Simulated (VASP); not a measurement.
Wanted: the native input for a VASP 6.6.1 run.

```yaml
Task: single point
Functional: PBEsol
Potentials_or_basis: VASP PAW PBE potentials, release 64 (Ag)
Cutoff: 520 eV
k_mesh: 18 × 18 × 14
Occupations: gaussian, width 0.1 eV
Spin: no spin polarisation
Dipole_correction: no
Further_INCAR_settings: ALGO = Fast; EDIFF = 1e-06; NBANDS = 18
```

The structure of Ag lies in POSCAR:

```
Ag
1.0
    2.1184428847      2.1184428847      0.0000000000
   -2.1184428847      2.1184428847      0.0000000000
    0.0000000000      0.0000000000      4.2368857693
Ag
2
Direct
    0.0000000000      0.0000000000      0.0000000000
    0.5000000000      0.5000000000      0.5000000000
```

This cell differs from its parent crystal: equal strain along all axes, cell held: +4.5 %.

These files were run (other wordings do the same):

INCAR

```
ALGO = Fast
EDIFF = 1E-6
ENCUT = 520
GGA = PS
ISIF = 2
ISMEAR = 0
LASPH = T
LCHARG = F
LREAL = F
LWAVE = F
NBANDS = 18
NELM = 60
PREC = Accurate
SIGMA = 0.1
```

KPOINTS

```
k-points
0
Gamma
  18 18 14
```

Potentials or basis: VASP PAW PBE potentials, release 64 (Ag).

Run with:

```console
$ cat potpaw_PBE.64/Ag/POTCAR > POTCAR
$ mpirun -np 1 vasp_std > vasp.out
```

It gave:

```
Pressure               : -10.7 GPa
Band gap on the k mesh : zero (bands 11 and 12 overlap by 8.75 eV)
```

Caveat: the cell differs from its parent crystal (equal strain along all axes, cell held: +4.5 %); the cell stands under tension; the PAW data sets were made with another functional, which shifts forces and pressure a little.

Wall time 3.5 min on 1 thread of Intel Xeon 8259CL, with other jobs on the host, peak memory 0.35 GiB.
